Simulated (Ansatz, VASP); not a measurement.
**One calculation of PbS, two programs**

The input INCAR:

```
SYSTEM = PbS
PREC     = Accurate       ! precision mode
ENCUT    = 520            ! plane-wave cutoff, eV
EDIFF    = 1E-6           ! SCF threshold, eV
ISMEAR   = -1             ! smearing method
SIGMA    = 0.02           ! smearing width, eV
LREAL    = .FALSE.        ! projectors in reciprocal space
LASPH    = .TRUE.         ! aspherical terms in the spheres
NELM     = 100            ! most SCF steps
ALGO     = Normal         ! electronic algorithm
ISIF     = 2              ! what is computed and relaxed
LWAVE    = .FALSE.        ! write WAVECAR
LCHARG   = .FALSE.        ! write CHGCAR
GGA      = PE             ! functional
NBANDS   = 28             ! bands
```

File KPOINTS:

```
Automatic mesh
0
G
  6 6 4
  0 0 0
```

Contents of POSCAR:

```
PbS
1.0
    4.9970307003      0.0000000000      0.0000000000
   -2.4985153501      4.3275555300      0.0000000000
    0.0000000000      0.0000000000      5.9976965852
Pb S
2 2
Direct
    0.3333333333      0.6666666667     -0.0640827495
    0.6666666667      0.3333333333      0.4359172505
    0.3333333333      0.6666666667      0.4390827495
    0.6666666667      0.3333333333      0.9390827495
```

Input for Ansatz:

```yaml
crystal:
  lattice:
    - [4.9970307003, 0.0, 0.0]
    - [-2.4985153501, 4.32755553, 0.0]
    - [0.0, 0.0, 5.9976965852]
  atoms:
    - { symbol: Pb, position: [0.3333333333, 0.6666666667, -0.0640827495] }
    - { symbol: Pb, position: [0.6666666667, 0.3333333333, 0.4359172505] }
    - { symbol: S, position: [0.3333333333, 0.6666666667, 0.4390827495] }
    - { symbol: S, position: [0.6666666667, 0.3333333333, 0.9390827495] }
kpoints:
  mp_grid: { grid: [6, 6, 4] }
  band_path:
    path:
      - [[0.0, 0.0, 0.0], [0.5, 4.091989882753e-17, 7.502255882414e-35], [0.3333333333333, 0.3333333333333, -9.356135211102e-35], [0.0, 0.0, 0.0], [-1.144436586747e-50, 2.045134249383e-51, 0.5], [0.5, 4.091989882753e-17, 0.5], [0.3333333333333, 0.3333333333333, 0.5], [-1.144436586747e-50, 2.045134249383e-51, 0.5]]
      - [[0.5, 4.091989882753e-17, 0.5], [0.5, 4.091989882753e-17, 7.502255882414e-35]]
      - [[0.3333333333333, 0.3333333333333, 0.5], [0.3333333333333, 0.3333333333333, -9.356135211102e-35]]
    npoints: 10
hamiltonian:
  xc: pbe
scf:
  occupations: { method: fermi_dirac, width: 0.02 }
  n_extra_bands: 5
output:
  forces: true
  stress: true
  eigenvalues: true
```

Alike in both runs: task single point; functional PBE; k mesh 6 × 6 × 4; occupations fermi-dirac, width 0.02 eV; no spin polarisation.

|  | VASP | Ansatz |
| --- | --- | --- |
| version | VASP 6.6.1 | Ansatz 0.2.0 |
| potentials or method | VASP PAW PBE potentials, release 64 (Pb_d, S) | plane waves, PAW |
| plane-wave cutoff (eV) | 520 | 420 |
| valence electrons in the cell | 40 | 40 |

VASP gave:

* gap on the k mesh at the Fermi level (eV): 1.43
* pressure (GPa): 0.7
* traceless stress, the component that is largest in VASP (GPa): 0.10

Q: What did Ansatz give for the same quantities?

A: gap on the k mesh at the Fermi level (eV): 1.42; pressure (GPa): 0.8; traceless stress, the component that is largest in VASP (GPa): 0.10.

With one functional, cell and mesh, what is left measures potentials, basis and numerics.

Spin-orbit coupling is off throughout.
